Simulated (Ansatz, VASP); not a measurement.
One calculation of Lu, two programs

The input INCAR:

```
ALGO = Normal
EDIFF = 1E-7
ENCUT = 520
GGA = PE
ISIF = 2
ISMEAR = 1
LASPH = True
LCHARG = True
LELF = True
LREAL = False
LVHAR = True
LWAVE = False
NBANDS = 32
NELM = 100
PREC = Accurate
SIGMA = 0.1
```

KPOINTS

```
k-points
0
Gamma
  10 10 5
```

Contents of POSCAR:

```
Lu
1.0
    3.5320525526      0.0000000000      0.0000000000
   -1.7660262763      3.0588472361      0.0000000000
    0.0000000000      0.0000000000      5.5967772871
Lu
2
Direct
    0.3333333333      0.6666666667      0.2500000000
    0.6666666667      0.3333333333      0.7500000000
```

Input for Ansatz:

```yaml
crystal:
  lattice:
    - [3.5320525526282704, 0.0, 0.0]
    - [-1.7660262763141352, 3.0588472360639813, 0.0]
    - [0.0, 0.0, 5.596777287084088]
  atoms:
    - { symbol: Lu, position: [0.3333333333333333, 0.6666666666666666, 0.25] }
    - { symbol: Lu, position: [0.6666666666666666, 0.3333333333333333, 0.75] }
basis:
  ecutwfc: 500.0
kpoints:
  mp_grid:
    grid: [10, 10, 5]
hamiltonian:
  xc: pbe
  pseudopotentials:
    kind: paw
scf:
  occupations:
    method: cold
    width: 0.1
output:
  stress: true
```

Alike in both runs: task single point; functional PBE; k mesh 10 × 10 × 5; no spin polarisation.

|  | VASP | Ansatz |
| --- | --- | --- |
| version | VASP 6.6.1 | Ansatz 0.2.0 |
| potentials or method | VASP PAW PBE potentials, release 64 (Lu), cutoff 520 eV | plane waves, PAW |
| occupations | methfessel-paxton of order 1, width 0.1 eV | cold, width 0.1 eV |
| valence electrons in the cell | 50 | 50 |

```tsv
	VASP	Ansatz	Ansatz less VASP
pressure (GPa)	-1.5	-1.6	-0.11
traceless stress, the component that is largest in VASP (GPa)	-0.79	-0.82	-0.031
```

Neither program's run includes spin-orbit coupling.
